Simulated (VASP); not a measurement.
# Ta3H in VASP: notebook, part 2 of 2

VASP 6.6.1. The steps go on from the part before.

### Step 3. Single point, PBE

The input, INCAR:

```
  PREC = Accurate
  ENCUT = 520
  EDIFF = 1E-7
  ISMEAR = 0
  SIGMA = 0.1
  LREAL = F
  LASPH = T
  NELM = 100
  ALGO = Normal
  ISIF = 2
  LWAVE = F
  LCHARG = F
  LDIPOL = T
  IDIPOL = 3
  DIPOL = 0.5 0.5 0.358
  GGA = PE
  NBANDS = 25
```

The input, KPOINTS:

```
Automatic mesh
0
Gamma
  10 10 1
```

The input, POSCAR:

```
Ta3H
1.0
    2.8743098524      0.0000000000      0.0000000000
   -0.9581032841      2.7099253172      0.0000000000
    0.0000000000      0.0000000000     20.0266897040
Ta H
3 1
Direct
    0.5000000000      0.5000000000      0.1997334587
    0.0000000000      0.0000000000      0.3127671377
    0.5000000000      0.5000000000      0.4257663064
    0.6666666667      1.1666666667      0.4942632932
```

Potentials or basis: VASP PAW PBE potentials, release 64 (Ta_pv, H).

Started as:

```sh
cat potpaw_PBE.64/Ta_pv/POTCAR potpaw_PBE.64/H/POTCAR > POTCAR
mpirun -np 1 vasp_std > vasp.out
```

OUTCAR:

```text
PREC = Accurate
   ENCUT = 520
   EDIFF = 1E-7
   ISMEAR = 0
   LREAL = F
   LASPH = T
   NELM = 100
   ISIF = 2
   GGA = PE

 ion  position               nearest neighbor table
   1  0.500  0.500  0.200-   2 2.81   2 2.81   2 3.26   2 3.26
   2  0.000  0.000  0.313-   3 2.81   3 2.81   1 2.81   1 2.81   3 3.26   3 3.26   1 3.26   1 3.26

   3  0.500  0.500  0.426-   4 1.83   2 2.81   2 2.81   2 3.26   2 3.26
   4  0.667  0.167  0.494-   3 1.83

  LATTYP: Found a base centered orthorhombic cell.
 ALAT       =     3.3189671341
 B/A-ratio  =     1.4142135623
 C/A-ratio  =     6.0340126596

  Lattice vectors:

 A1 = (   2.8743098524,   0.0000000000,   0.0000000000)
 A2 = (  -0.9581032841,   2.7099253172,   0.0000000000)
 A3 = (   0.0000000000,   0.0000000000,  20.0266897040)

Analysis of symmetry for initial positions (statically):
=====================================================================
 Subroutine PRICEL returns:
 Original cell was already a primitive cell.

 Routine SETGRP: Setting up the symmetry group for a
 base centered orthorhombic supercell.

 Subroutine GETGRP returns: Found  1 space group operations
 (whereof  1 operations were pure point group operations)
 out of a pool of  8 trial point group operations.

The static configuration has the point symmetry C_1 .

Analysis of symmetry for dynamics (positions and initial velocities):
=====================================================================
 Subroutine PRICEL returns:
 Original cell was already a primitive cell.

 Routine SETGRP: Setting up the symmetry group for a
 base centered orthorhombic supercell.

 Subroutine GETGRP returns: Found  1 space group operations
 (whereof  1 operations were pure point group operations)
 out of a pool of  8 trial point group operations.

The dynamic configuration has the point symmetry C_1 .

 Subroutine INISYM returns: Found  1 space group operations
 (whereof  1 operations are pure point group operations),
 and found     1 'primitive' translations

----------------------------------------------------------------------------------------

                                     Primitive cell

  volume of cell :     155.9912

  direct lattice vectors                    reciprocal lattice vectors
     2.874309852  0.000000000  0.000000000     0.347909603  0.123004620  0.000000000
    -0.958103284  2.709925317  0.000000000     0.000000000  0.369013859  0.000000000
     0.000000000  0.000000000 20.026689704     0.000000000  0.000000000  0.049933365

  length of vectors
     2.874309852  2.874309852 20.026689704     0.369013859  0.369013859  0.049933365

  position of ions in fractional coordinates (direct lattice)
     0.500000000  0.500000000  0.199733459
     0.000000000  0.000000000  0.312767138
     0.500000000  0.500000000  0.425766306
     0.666666667  0.166666667  0.494263293

  ion indices of the primitive-cell ions
   primitive index   ion index
                 1           1
                 2           2
                 3           3
                 4           4

----------------------------------------------------------------------------------------

 KPOINTS: Automatic mesh

[... 46 lines left out ...]
 -0.300000  0.100000  0.000000      2.000000
  0.100000 -0.300000  0.000000      2.000000
 [... further k-points ...]
   k-points           NKPTS =     52   k-points in BZ     NKDIM =     52   number of bands    NBANDS=     25
   number of dos      NEDOS =    301   number of ions     NIONS =      4
   total plane-waves  NPLWV =  86400
   dimension x,y,z NGX =    24 NGY =   24 NGZ =  150
   dimension x,y,z NGXF=    48 NGYF=   48 NGZF=  300
   ions per type =               3   1
   NGX,Y,Z   is equivalent  to a cutoff of  13.88, 13.88, 12.45 a.u.
   NGXF,Y,Z  is equivalent  to a cutoff of  27.76, 27.76, 24.90 a.u.
 SYSTEM =  unknown system
   PREC   = accura    normal or accurate (medium, high low for compatibility)
   ISTART =      0    job   : 0-new  1-cont  2-samecut
   ICHARG =      2    charge: 1-file 2-atom 10-const
   ISPIN  =      1    spin polarized calculation?
   LNONCOLLINEAR =      F non collinear calculations
   LSORBIT =      F    spin-orbit coupling
   LASPH  =      T    aspherical Exc in radial PAW
   ENCUT  =  520.0 eV  38.22 Ry    6.18 a.u.   5.34  5.34 37.24*2*pi/ulx,y,z
   NELM   =    100;   NELMIN=  2; NELMDL= -5     # of ELM steps
   EDIFF  = 0.1E-06   stopping-criterion for ELM
   LREAL  =      F    real-space projection
   EDIFFG = 0.1E-05   stopping-criterion for IOM
   NSW    =      0    number of steps for IOM
   IBRION =     -1    ionic relax: 0-MD 1-quasi-New 2-CG
   NFREE  =      0    steps in history (QN), initial steepest desc. (CG)
   ISIF   =      2    stress and relaxation
   ISYM   =      2    0-nonsym 1-usesym 2-fastsym
   POTIM  = 0.5000    time-step for ionic-motion
   TEBEG  =    0.0;   TEEND  =   0.0 temperature during run
   PSTRESS=    0.0 pullay stress
   NELECT =      34.0000    total number of electrons
   NUPDOWN=      -1.0000    fix difference up-down
   EMIN   =  10.00;   EMAX   =-10.00  energy-range for DOS
   EFERMI =   0.00;   METHOD = LEGACY
   ISMEAR =     0;   SIGMA  =   0.10  broadening in eV -4-tet -1-fermi 0-gaus
   EFERMI_NEDOS =   21; number of points for ismear=-14 and -15
   IALGO  =     38    algorithm
   IMIX   =      4    mixing-type and parameters
     AMIX     =   0.40;   BMIX     =  1.00
     AMIX_MAG =   1.60;   BMIX_MAG =  1.00
  volume/ion in A,a.u.               =      39.00       263.17
  Fermi-wavevector in a.u.,A,eV,Ry     =   0.985223  1.861801 13.206684  0.970664
  Thomas-Fermi vector in A             =   2.116514
   LORBIT       =      0    0 simple, 1 ext, 2 COOP (PROOUT), +10 PAW based schemes
   GGA     = PE    functional components
   LHFCALC =     F    Hartree Fock is set to
   AEXX    =    0.0000 exact exchange contribution
   IVDW    =     0    specifies the selected vdW correction
   LEPSILON=     F    determine dielectric tensor
   LRPA    =     F    only Hartree local field effects (RPA)
 non-spin polarized calculation
 Gauss-broadening in eV      SIGMA  =   0.10
  energy-cutoff  :      520.00
  volume of cell :      155.99
 maximum number of plane-waves:      4238
 NGX is ok and might be reduce to    24
   NGX = 11   NGY = 11   NGZ = 75

 dipolmoment           0.000000      0.000000     -0.402551 electrons x Angstroem

 number of electron      33.9999997 magnetization

 dipolmoment           0.000000      0.000000      0.002045 electrons x Angstroem

 Free energy of the ion-electron system (eV)
  ---------------------------------------------------
  ext. energy  EPLUGINS =         0.00000000
  ---------------------------------------------------
  free energy    TOTEN  =       -37.12048145 eV

  energy without entropy =      -37.10699615  energy(sigma->0) =      -37.11373880

 E-fermi :  -0.9599     XC(G=0):  -5.5325

 val. band max:       -0.9924420943   @ k =   0.2000   0.5000   0.0000
 cond. band min:      -0.9569058942   @ k =   0.2000  -0.3000   0.0000
 fundamental gap:      0.0355362000
 Fermi energy:        -0.9599490587

 k-point     1 :       0.0000    0.0000    0.0000
  band No.  band energies     occupation
      1     -35.4451      2.00000
      2     -35.1530      2.00000
      3     -34.7330      2.00000
      4     -34.6255      2.00000
      5     -34.4326      2.00000
      6     -34.4101      2.00000
[... 661 lines left out ...]
     24       2.9369      0.00000
     25       3.3025      0.00000

 [... further k-points ...]

------------------------ aborting loop because EDIFF is reached ----------------------------------------

 vacuum level on the upper side and lower side of the slab       (xc-potential included)        -0.129        -0.219

  FORCE on cell =-STRESS in cart. coord.  units (eV):
  Direction    XX          YY          ZZ          XY          YZ          ZX
  --------------------------------------------------------------------------------------
  -------------------------------------------------------------------------------------
  Total       -1.3599920     -2.0070702      0.7639658     -1.0733932     -1.5069437      1.6344116
  in kB      -13.9684068    -20.6145125      7.8466531    -11.0247648    -15.4777397     16.7869556
  external PRESSURE =      -8.9120887 kB  Pullay stress =       0.0000000 kB

 VOLUME and BASIS-vectors are now :
 -----------------------------------------------------------------------------
  energy-cutoff  :      520.00
  volume of cell :      155.99
      direct lattice vectors                 reciprocal lattice vectors
     2.874309852  0.000000000  0.000000000     0.347909603  0.123004620  0.000000000
    -0.958103284  2.709925317  0.000000000     0.000000000  0.369013859  0.000000000
     0.000000000  0.000000000 20.026689704     0.000000000  0.000000000  0.049933365

 POSITION                                       TOTAL-FORCE (eV/Angst)
 -----------------------------------------------------------------------------------
      0.95810      1.35496      4.00000        -0.011848      0.015506      0.032438
      0.00000      0.00000      6.26369        -0.139978      0.081924     -0.411647
      0.95810      1.35496      8.52669        -0.769647      0.815064      0.372281
      1.75652      0.45165      9.89846         0.921473     -0.912495      0.006927
 -----------------------------------------------------------------------------------
    total drift:                                0.000018      0.000002     -0.000122

  FREE ENERGIE OF THE ION-ELECTRON SYSTEM (eV)
  ---------------------------------------------------
  free  energy   TOTEN  =       -37.1204814516 eV

  energy  without entropy=      -37.1069961491  energy(sigma->0) =      -37.11373880

 vacuum level on the upper side and lower side of the slab         3.762         3.663
```

OSZICAR:

```text
N       E                     dE             d eps       ncg     rms          rms(c)
DAV:   1     0.245656607767E+03    0.24566E+03   -0.18968E+04  3168   0.118E+03
DAV:   2    -0.301064602921E+02   -0.27576E+03   -0.26740E+03  3168   0.317E+02
DAV:   3    -0.396911446172E+02   -0.95847E+01   -0.92726E+01  3363   0.554E+01
[... 22 lines left out ...]
DAV:  26    -0.371204804054E+02   -0.73257E-06   -0.55652E-08  2379   0.103E-03    0.421E-04
DAV:  27    -0.371204809487E+02   -0.54330E-06   -0.43558E-08  2349   0.856E-04    0.285E-04
DAV:  28    -0.371204811825E+02   -0.23379E-06   -0.22037E-08  2105   0.638E-04    0.122E-04
DAV:  29    -0.371204813864E+02   -0.20386E-06   -0.15822E-08  2039   0.370E-04    0.678E-05
DAV:  30    -0.371204814516E+02   -0.65186E-07   -0.33670E-09  1910   0.168E-04
   1 F= -.37120481E+02 E0= -.37113739E+02  d E =-.134853E-01
```

stdout:

```text
POSCAR found type information on POSCAR TaH
 POSCAR found :  2 types and       4 ions
 scaLAPACK will be used
 LDA part: xc-table for (Slater+PW92), standard interpolation
 POSCAR, INCAR and KPOINTS ok, starting setup
 FFT: planning ... GRIDC
 FFT: planning ... GRID_SOFT
 FFT: planning ... GRID
 WAVECAR not read
 entering main loop
```

Wall time 3.9 min (1 thread of AMD EPYC 9R45 (Zen 5), shared host); peak memory 0.33 GiB.

What came out:

```
Free energy            : -37.1205 eV
Largest force          : 1.297 eV/Å
Band gap on the k mesh : zero (band 17 reaches 0.19 eV, above the bottom of band 18 at -1.30 eV)
```

Forces in eV/Å, atoms in the order of the input:
```
Ta  -0.012  0.016  0.032
Ta  -0.140  0.082 -0.412
Ta  -0.770  0.815  0.372
H    0.921 -0.912  0.007
```

Caveat: spin-orbit coupling is left out, which moves the levels of the heavy elements.

### Step 4. Single point, PBE

The input, INCAR:

```
SYSTEM = Ta3H
PREC     = Accurate       ! precision mode
ENCUT    = 520            ! plane-wave cutoff, eV
EDIFF    = 1E-6           ! SCF threshold, eV
ISMEAR   = 0              ! smearing method
SIGMA    = 0.1            ! smearing width, eV
LREAL    = .False.        ! projectors in reciprocal space
LASPH    = .True.         ! aspherical terms in the spheres
NELM     = 60             ! most SCF steps
ALGO     = Normal         ! electronic algorithm
ISIF     = 2              ! what is computed and relaxed
LWAVE    = .False.        ! write WAVECAR
LCHARG   = .True.         ! write CHGCAR
LDIPOL   = .True.       
IDIPOL   = 3            
DIPOL    = 0.5 0.5 0.356
GGA      = PE             ! functional
LELF     = .True.         ! ELF
LVHAR    = .True.       
LVACPOTAV= .True.       
NBANDS   = 25             ! bands
```

The input, KPOINTS:

```
Automatic mesh
0
Gamma
  10 10 1
  0 0 0
```

Changes to POSCAR since step 3:

```diff
@@ -11,2 +11,2 @@
     0.5000000000      0.5000000000      0.4257663064
-    0.6666666667      1.1666666667      0.4942632932
+    0.8333333333      1.0000000000      0.4849926180
```

Started as:

```sh
cat potpaw_PBE.64/Ta_pv/POTCAR potpaw_PBE.64/H/POTCAR > POTCAR
mpirun -np 1 vasp_std > vasp.out
```

Run time: 3.4 min. Hardware: 1 thread of AMD EPYC 9R45 (Zen 5), shared host; peak memory 0.33 GiB.

The run converged. Its results:

- Free energy: -37.2380 eV
- Largest force: 1.281 eV/Å
- Band gap on the k mesh: zero (band 17 reaches 0.26 eV, above the bottom of band 18 at -1.10 eV)

Forces on the atoms (eV/Å):
```
Ta  -0.027  0.023  0.043
Ta  -0.018 -0.045 -0.464
Ta   0.088 -1.209  0.414
H   -0.044  1.232  0.007
```

Levels at points of the mesh, in eV from the Fermi level:
```
           k point  band 13  band 14  band 15  band 16  band 17  band 18  band 19  band 20  band 21  band 22
(0.00, 0.00, 0.00)    -2.51    -1.54    -0.79    -0.35     0.29     0.56     0.87     1.00     2.83     3.10
(0.50, 0.00, 0.00)    -2.80    -1.48    -1.42    -0.69    -0.28     1.15     2.05     3.11     3.50     3.56
(0.00, 0.50, 0.00)    -3.04    -1.46    -1.42    -0.66    -0.27     1.23     2.34     3.23     3.56     3.60
(0.50, 0.50, 0.00)    -3.27    -1.93    -1.25    -0.28     1.01     1.46     2.08     2.77     2.99     4.44
```

Caveat: spin-orbit coupling is left out, which moves the levels of the heavy elements.
